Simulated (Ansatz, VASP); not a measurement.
## One calculation of Bi, two programs

```
Bi
1.0
     0.00000    2.50557    2.77813
     2.16480    0.00000    2.77813
     2.16480    2.50557    0.00000
Bi
1
Direct
  0.00000 0.00000 0.00000
```

Alike in both runs: functional PBEsol; k mesh 6 × 6 × 6; occupations gaussian, width 0.1 eV; no spin polarisation.

Ansatz relaxed the structure, and its values are those at the end. VASP's run is a single point on that final structure, the one shown.

```csv
,VASP,Ansatz
version,VASP 6.6.1,Ansatz 0.2.0
potentials or method,"VASP PAW PBE potentials, release 64 (Bi_d), cutoff 520 eV","scalar-relativistic, plane waves, PAW"
valence electrons in the cell,15,15
```

VASP gave:

| Quantity | Value |
| --- | --- |
| gap on the k mesh at the Fermi level (eV) | none |
| pressure (GPa) | -0.2 |

Task: Estimate Ansatz's values.

Result: gap on the k mesh at the Fermi level (eV): none; pressure (GPa): -0.1.

VASP's potentials were made for PBE, not for PBEsol. A gap of «none» marks a metal or a gap that the smearing closes.

The k mesh is coarse, so the values compare programs but aren't converged. Neither program's run includes spin-orbit coupling.
